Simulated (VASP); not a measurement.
# Al in VASP: single point with r2SCAN

Aim: the single point of Al with r2SCAN.

Program: VASP 6.6.1. These are calculated values, not measurements. Logs are shortened: lines on timing, memory, paths and dates and some standing lists are left out, and cuts for length are marked.

## Step 1: The cell of the first run

The cell holds a slab with vacuum, 4 atoms: a = 2.762 Å, b = 2.762 Å, c = 15.019 Å, α = 90.00°, β = 90.00°, γ = 109.47°.

## Step 2: Single point, r2SCAN (the distance across one plane changed)

Contents of POSCAR:

```
Al
1.0
   -1.5943685756      1.5943685756     -1.5943685756
   -1.5943685756     -1.5943685756      1.5943685756
    0.0000000000     10.6201149894     10.6201149894
Al
4
Direct
    0.0000000000      0.0000000000      0.5254453478
    0.5000000000      0.5000000000      0.0750636211
    0.0000000000      0.0000000000      0.2251908634
    0.5000000000      0.5000000000      0.3753181056
```

Contents of INCAR.step1:

```
SYSTEM = Al
ALGO = Normal
EDIFF = 1E-4
ENCUT = 520
GGA = PE
ISMEAR = 0
LASPH = .True.
LCHARG = .False.
LREAL = .False.
LWAVE = .True.
NBANDS = 14
NELM = 100
PREC = Accurate
SIGMA = 0.15
```

Contents of INCAR.step2:

```
SYSTEM = Al
ALGO = Normal
EDIFF = 1E-6
ENCUT = 520
ISIF = 2
ISMEAR = 0
ISTART = 1
LASPH = .True.
LCHARG = .False.
LMIXTAU = .True.
LREAL = .False.
LWAVE = .False.
METAGGA = R2SCAN
NBANDS = 14
NELM = 100
PREC = Accurate
SIGMA = 0.15
```

Contents of KPOINTS:

```
k-points
0
Gamma
  22 22 7
  0 0 0
```

Potentials or basis: VASP PAW PBE potentials, release 64 (Al).

On the command line:

```bash
> cat potpaw_PBE.64/Al/POTCAR > POTCAR
> cp INCAR.step1 INCAR
> mpirun -np 1 vasp_std > vasp.out
> cp INCAR.step2 INCAR
> mpirun -np 1 vasp_std > vasp.out
```

OUTCAR:

```text
SYSTEM = Al
   EDIFF = 1E-6
   ENCUT = 520
   ISIF = 2
   ISMEAR = 0
   ISTART = 1
   LASPH = .True.
   LREAL = .False.
   METAGGA = R2SCAN
   NELM = 100
   PREC = Accurate

 ion  position               nearest neighbor table
   1  0.000  0.000  0.525-   4 2.76   4 2.76   4 3.19   4 3.19
   2  0.500  0.500  0.075-   3 2.76   3 2.76   3 3.19   3 3.19
   3  0.000  0.000  0.225-   4 2.76   4 2.76   2 2.76   2 2.76   4 3.19   4 3.19   2 3.19   2 3.19

   4  0.500  0.500  0.375-   1 2.76   3 2.76   1 2.76   3 2.76   1 3.19   3 3.19   1 3.19   3 3.19

  LATTYP: Found a base centered orthorhombic cell.
 ALAT       =     3.1887371512
 B/A-ratio  =     1.4142135624
 C/A-ratio  =     4.7100497595

  Lattice vectors:

 A1 = (  -1.5943685756,   1.5943685756,  -1.5943685756)
 A2 = (  -1.5943685756,  -1.5943685756,   1.5943685756)
 A3 = (   0.0000000000,  10.6201149894,  10.6201149894)

Analysis of symmetry for initial positions (statically):
=====================================================================
 Subroutine PRICEL returns:
 Original cell was already a primitive cell.

 Routine SETGRP: Setting up the symmetry group for a
 base centered orthorhombic supercell.

 Subroutine GETGRP returns: Found  8 space group operations
 (whereof  4 operations were pure point group operations)
 out of a pool of  8 trial point group operations.

The static configuration has the point symmetry C_2v.
 The point group associated with its full space group is D_2h.

Analysis of symmetry for dynamics (positions and initial velocities):
=====================================================================
 Subroutine PRICEL returns:
 Original cell was already a primitive cell.

 Routine SETGRP: Setting up the symmetry group for a
 base centered orthorhombic supercell.

 Subroutine GETGRP returns: Found  8 space group operations
 (whereof  4 operations were pure point group operations)
 out of a pool of  8 trial point group operations.

The dynamic configuration has the point symmetry C_2v.
 The point group associated with its full space group is D_2h.

 Subroutine INISYM returns: Found  8 space group operations
 (whereof  4 operations are pure point group operations),
 and found     1 'primitive' translations

----------------------------------------------------------------------------------------

                                     Primitive cell

  volume of cell :     107.9858

  direct lattice vectors                    reciprocal lattice vectors
[... 107 lines left out ...]
   EFERMI_NEDOS =   21; number of points for ismear=-14 and -15
   IALGO  =     38    algorithm
   IMIX   =      4    mixing-type and parameters
     AMIX     =   0.40;   BMIX     =  1.00
     AMIX_MAG =   1.60;   BMIX_MAG =  1.00
  volume/ion in A,a.u.               =      27.00       182.18
  Fermi-wavevector in a.u.,A,eV,Ry     =   0.787069  1.487345  8.428513  0.619478
  Thomas-Fermi vector in A             =   1.891735
   LORBIT       =      0    0 simple, 1 ext, 2 COOP (PROOUT), +10 PAW based schemes
   METAGGA = R2SCAN    functional components
   LHFCALC =     F    Hartree Fock is set to
   AEXX    =    0.0000 exact exchange contribution
   IVDW    =     0    specifies the selected vdW correction
   LEPSILON=     F    determine dielectric tensor
   LRPA    =     F    only Hartree local field effects (RPA)
 non-spin polarized calculation
 Gauss-broadening in eV      SIGMA  =   0.15
  energy-cutoff  :      520.00
  volume of cell :      107.99
 maximum number of plane-waves:      2950
 NGX is ok and might be reduce to    24
   NGX = 11   NGY = 11   NGZ = 55

 number of electron      12.0000000 magnetization

 Free energy of the ion-electron system (eV)
  ---------------------------------------------------
  ext. energy  EPLUGINS =         0.00000000
  ---------------------------------------------------
  free energy    TOTEN  =       -25.72869765 eV

  energy without entropy =      -25.70661134  energy(sigma->0) =      -25.71765449

 E-fermi :   3.4084     XC(G=0):  -7.6700

 val. band max:        3.4084066066   @ k =   0.5000   0.4091   0.4286
 cond. band min:       3.4086733685   @ k =   0.5000   0.4091   0.2857
 fundamental gap:      0.0002667619
 Fermi energy:         3.4084113186

 k-point     1 :       0.0000    0.0000    0.0000
  band No.  band energies     occupation
      1      -8.1957      2.00000
      2      -7.0079      2.00000
      3      -5.1207      2.00000
      4      -2.5426      2.00000
      5      -0.0854      2.00000
      6       3.2790      1.77772
      7       5.7819      0.00000
      8       8.4874      0.00000
      9       8.7478      0.00000
     10      12.4770      0.00000
     11      12.6824      0.00000
     12      13.5359      0.00000
     13      13.6574      0.00000
     14      13.6713      0.00000
[... 377 lines left out ...]
      1      -3.7479      2.00000
      2      -2.5930      2.00000
      3      -1.0643      2.00000
      4      -0.8150      2.00000
      5       0.2378      2.00000
      6       1.8887      2.00000
      7       2.0076      2.00000
      8       4.0806      0.00000
      9       4.6356      0.00000
     10       6.7328      0.00000
     11       7.7242      0.00000
     12       9.8131      0.00000
     13      10.2457      0.00000
     14      11.0338      0.00000

 [... further k-points ...]

------------------------ aborting loop because EDIFF is reached ----------------------------------------

  FORCE on cell =-STRESS in cart. coord.  units (eV):
  Direction    XX          YY          ZZ          XY          YZ          ZX
  --------------------------------------------------------------------------------------
  -------------------------------------------------------------------------------------
  Total       -1.3963879     -0.5160247     -0.5160247      0.0000000      0.1500939      0.0000000
  in kB      -20.7181036     -7.6562199     -7.6562199      0.0000000      2.2269323      0.0000000
  external PRESSURE =     -12.0101811 kB  Pullay stress =       0.0000000 kB

 VOLUME and BASIS-vectors are now :
 -----------------------------------------------------------------------------
  energy-cutoff  :      520.00
  volume of cell :      107.99
      direct lattice vectors                 reciprocal lattice vectors
    -1.594368576  1.594368576 -1.594368576    -0.313603772  0.156801886 -0.156801886
    -1.594368576 -1.594368576  1.594368576    -0.313603772 -0.156801886  0.156801886
     0.000000000 10.620114989 10.620114989     0.000000000  0.047080470  0.047080470

 POSITION                                       TOTAL-FORCE (eV/Angst)
 -----------------------------------------------------------------------------------
      0.00000      5.58029      5.58029        -0.000000     -0.006924     -0.006924
     -1.59437      0.79718      0.79718        -0.000000      0.006924      0.006924
      0.00000      2.39155      2.39155         0.000000      0.091672      0.091672
     -1.59437      3.98592      3.98592         0.000000     -0.091672     -0.091672
 -----------------------------------------------------------------------------------
    total drift:                                0.000000     -0.000098     -0.000098

  FREE ENERGIE OF THE ION-ELECTRON SYSTEM (eV)
  ---------------------------------------------------
  free  energy   TOTEN  =       -25.7286976474 eV

  energy  without entropy=      -25.7066113382  energy(sigma->0) =      -25.71765449
```

OSZICAR.step1:

```text
N       E                     dE             d eps       ncg     rms          rms(c)
DAV:   1     0.147539508013E+02    0.14754E+02   -0.40431E+03 14896   0.645E+02
DAV:   2    -0.133600636992E+02   -0.28114E+02   -0.26053E+02 19004   0.935E+01
DAV:   3    -0.145207617497E+02   -0.11607E+01   -0.11420E+01 20782   0.177E+01
DAV:   4    -0.145611113282E+02   -0.40350E-01   -0.40342E-01 20336   0.384E+00
DAV:   5    -0.145628397419E+02   -0.17284E-02   -0.17284E-02 22956   0.700E-01    0.287E+00
DAV:   6    -0.140529741953E+02    0.50987E+00   -0.18297E+00 16372   0.523E+00    0.168E+00
DAV:   7    -0.139639615363E+02    0.89013E-01   -0.26228E-01 17230   0.242E+00    0.982E-01
DAV:   8    -0.139175398026E+02    0.46422E-01   -0.95031E-02 17534   0.121E+00    0.270E-01
DAV:   9    -0.139144192311E+02    0.31206E-02   -0.73782E-03 18144   0.434E-01    0.148E-01
DAV:  10    -0.139120151779E+02    0.24041E-02   -0.26019E-03 18298   0.200E-01    0.860E-02
DAV:  11    -0.139129226711E+02   -0.90749E-03   -0.76670E-04 16750   0.113E-01    0.329E-02
DAV:  12    -0.139137493995E+02   -0.82673E-03   -0.38795E-04 16018   0.800E-02    0.234E-02
DAV:  13    -0.139141884559E+02   -0.43906E-03   -0.18892E-04 15166   0.616E-02    0.553E-03
DAV:  14    -0.139141918268E+02   -0.33708E-05   -0.17574E-05 12918   0.279E-02
   1 F= -.13914192E+02 E0= -.13902603E+02  d E =-.231773E-01
```

It took 83 min on 1 thread of Oxide Virtual Turin-like, shared host; peak memory 0.67 GiB.

What came out:

```
Free energy            : -25.7287 eV
Largest force          : 0.130 eV/Å
Band gap on the k mesh : zero (bands 6 and 7 overlap by 3.64 eV)
```

Forces on the atoms (eV/Å):
```
Al   0.000 -0.007 -0.007
Al   0.000  0.007  0.007
Al   0.000  0.092  0.092
Al   0.000 -0.092 -0.092
```

Levels at points of the mesh, in eV from the Fermi level:
```csv
k point,band 4,band 5,band 6,band 7,band 8,band 9
"(0.00, 0.00, 0.00)",-5.95,-3.49,-0.13,2.37,5.08,5.34
"(0.50, 0.00, 0.00)",-4.78,-2.85,-2.85,-0.32,-0.32,1.99
"(0.50, 0.50, 0.00)",-2.46,-1.61,-0.59,0.62,2.07,2.38
```

Caveat: the cell differs from its parent crystal (the distance across one plane changed); there is no dipole correction, which matters where the two faces differ; the PAW data sets were made with another functional, which shifts forces and pressure a little.
